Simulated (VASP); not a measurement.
Here is a VASP 6.6.1 calculation.

File INCAR:

```
PREC = Accurate
ENCUT = 520
EDIFF = 1E-6
ISMEAR = 0
SIGMA = 0.15
LREAL = False
LASPH = True
NELM = 60
ALGO = Normal
ISIF = 2
LWAVE = False
LCHARG = False
GGA = PS
NBANDS = 13
```

File KPOINTS:

```
Automatic mesh
0
Gamma
  16 16 16
```

File POSCAR:

```
AlCo
1.0
    2.8194032100      0.0000000000      0.0000000000
    0.0000000000      2.8194032100      0.0000000000
    0.0000000000      0.0000000000      2.9321793384
Al Co
1 1
Direct
    0.0000000000      0.0000000000      0.0000000000
    0.5000000000      0.5000000000      0.5000000000
```

Potentials or basis: VASP PAW PBE potentials, release 64 (Al, Co).

Launch:

```sh
$ cat potpaw_PBE.64/Al/POTCAR potpaw_PBE.64/Co/POTCAR > POTCAR
$ mpirun -np 1 vasp_std > vasp.out
```

(1) Estimate the pressure.

(2) Predict the band gap on the k mesh.

Results:

(1) -6.1 GPa.

(2) zero (band 6 reaches 12.64 eV, above the bottom of band 7 at 10.06 eV).

Caveat: the cell differs from its parent crystal (strain +0.000 along x and y, +0.040 along z); the PAW data sets were made with another functional, which shifts forces and pressure a little.
